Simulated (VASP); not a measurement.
Input of a VASP 6.6.1 run:

INCAR

```
SYSTEM = ZrO2
PREC = Accurate ; ENCUT = 580
EDIFF = 1E-8 ; ISMEAR = 0
SIGMA = 0.01 ; LREAL = .FALSE.
LASPH = .TRUE. ; NELM = 120
ALGO = Normal ; ISIF = 2
LWAVE = .FALSE. ; LCHARG = .FALSE.
METAGGA = R2SCAN ; LMIXTAU = .TRUE.
LCALCEPS = .TRUE. ; GGA_COMPAT = .FALSE.
KPAR = 4
```

File KPOINTS:

```
regular mesh
0
G
  6 6 4
  0 0 0
```

File POSCAR:

```
ZrO2
1.0
    3.6010266379      0.0000000000      0.0000000000
    0.0000000000      3.6010266379      0.0000000000
    0.0000000000      0.0000000000      5.2271836010
Zr O
2 4
Direct
    0.0000000000      0.0000000000      0.0000000000
    0.5000000000      0.5000000000      0.5000000000
    0.0000000000      0.5000000000      0.1969684769
    0.0000000000      0.5000000000      0.6969684769
    0.5000000000      0.0000000000      0.3030315231
    0.5000000000      0.0000000000      0.8030315231
```

Potentials or basis: VASP PAW PBE potentials, release 64 (Zr_sv, O).

Run with:

```sh
$ cat potpaw_PBE.64/Zr_sv/POTCAR potpaw_PBE.64/O/POTCAR > POTCAR
$ mpirun -np 4 vasp_std > vasp.out
```

(1) Predict the electronic dielectric tensor (diagonal).

(2) Predict the Born charges (mean of the diagonal).

(3) Predict the band gap on the k mesh.

Answers

(1) 5.27, 5.27, 4.69.

(2) Zr +5.43; O -2.72 e.

(3) 4.61 eV (least direct gap 4.70 eV).
